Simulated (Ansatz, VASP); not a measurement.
**Ge2Sb2S in VASP and in Ansatz**

```
Ge Sb S
1.0
     3.24814   -5.96225    0.00000
     3.24814    5.96225    0.00000
     0.00000    0.00000    3.19070
Ge Sb S
2 2 1
Cartesian
  5.1073 0.0000 0.0000
  1.3889 0.0000 0.0000
  1.6241 2.9811 0.0000
  1.6241 -2.9811 0.0000
  3.2481 0.0000 1.5954
```

Alike in both runs: task relaxation of cell and atoms; functional PBE; k mesh 8 × 8 × 12; occupations gaussian, width 0.1 eV; no spin polarisation.

|  | VASP | Ansatz |
| --- | --- | --- |
| version | VASP 6.6.1 | Ansatz 0.2.0 |
| potentials or method | VASP PAW PBE potentials, release 64 (Ge_d, Sb, S), cutoff 600 eV | scalar-relativistic, plane waves, PAW |
| valence electrons in the cell | 44 | 64 |

```tsv
	VASP	Ansatz	Ansatz less VASP
gap on the k mesh at the Fermi level, each at its own relaxed structure (eV)	none	none	-
relaxed volume (Å³/atom)	24.46	24.48	+0.027
relaxed length of the cell vector where the two differ most in proportion (Å)	6.697	6.701	+0.0038
```

A gap of «none» marks a metal or a gap that the smearing closes. VASP's potentials hold 44 valence electrons a cell and Ansatz's 64, so a difference there can come from the potentials and not from the codes.

Neither program's run includes spin-orbit coupling.
